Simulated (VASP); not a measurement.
Write the native input for VASP 6.6.1 that does the following.

| Quantity | Value |
| --- | --- |
| Task | single point |
| Functional | PBE |
| Potentials or basis | VASP PAW PBE potentials, release 64 (Na_pv, H) |
| Cutoff | 520 eV |
| k mesh | 4 × 4 × 1 |
| Occupations | gaussian, width 0.1 eV |
| Spin | no spin polarisation |
| Dipole correction | yes |
| Further INCAR settings | ALGO = Normal; EDIFF = 1e-06; NBANDS = 40 |

The structure of Na4H lies in POSCAR:

```
Na4H
1.0
    7.2665057608      0.0000000000      0.0000000000
   -2.4221685869      6.8509273320      0.0000000000
    0.0000000000      0.0000000000     20.9665385532
Na H
8 2
Direct
    0.2500000000      0.2500000000      0.1907801800
    0.2500000000      0.7500000000      0.1907801800
    0.7500000000      0.2500000000      0.1907801800
    0.7500000000      0.7500000000      0.1907801800
    0.0000000000      0.0000000000      0.3322693699
    0.0000000000      0.5000000000      0.3322693699
    0.5000000000      0.0000000000      0.3322693699
    0.5000000000      0.5000000000      0.3322693699
   -0.0447257610      0.7500000000      0.3689945545
    0.0447257610      0.7500000000      0.3689945545
```

One way to write it, as run:

INCAR

```
PREC     = Accurate       # precision mode
ENCUT    = 520            # plane-wave cutoff, eV
EDIFF    = 1E-6           # SCF threshold, eV
ISMEAR   = 0              # smearing method
SIGMA    = 0.1            # smearing width, eV
LREAL    = F              # projectors in reciprocal space
LASPH    = T              # aspherical terms in the spheres
NELM     = 60             # most SCF steps
ALGO     = Normal         # electronic algorithm
ISIF     = 2              # what is computed and relaxed
LWAVE    = F              # write WAVECAR
LCHARG   = F              # write CHGCAR
LDIPOL   = T            
IDIPOL   = 3            
DIPOL    = 0.5 0.5 0.283
GGA      = PE             # functional
NBANDS   = 40             # bands
```

KPOINTS

```
regular mesh
0
Gamma
  4 4 1
```

Potentials or basis: VASP PAW PBE potentials, release 64 (Na_pv, H).

The run is started by

```console
$ cat potpaw_PBE.64/Na_pv/POTCAR potpaw_PBE.64/H/POTCAR > POTCAR
$ mpirun -np 1 vasp_std > vasp.out
```

Results of the run:

```yaml
Largest_force: 5.324 eV/Å
Band_gap_on_the_k_mesh: zero (bands 29 and 30 overlap by 0.58 eV)
```

Run time: 10 min on 1 thread of Intel(R) Xeon(R) Platinum 8488C (Sapphire Rapids) (shared host), peak memory 1.1 GiB.
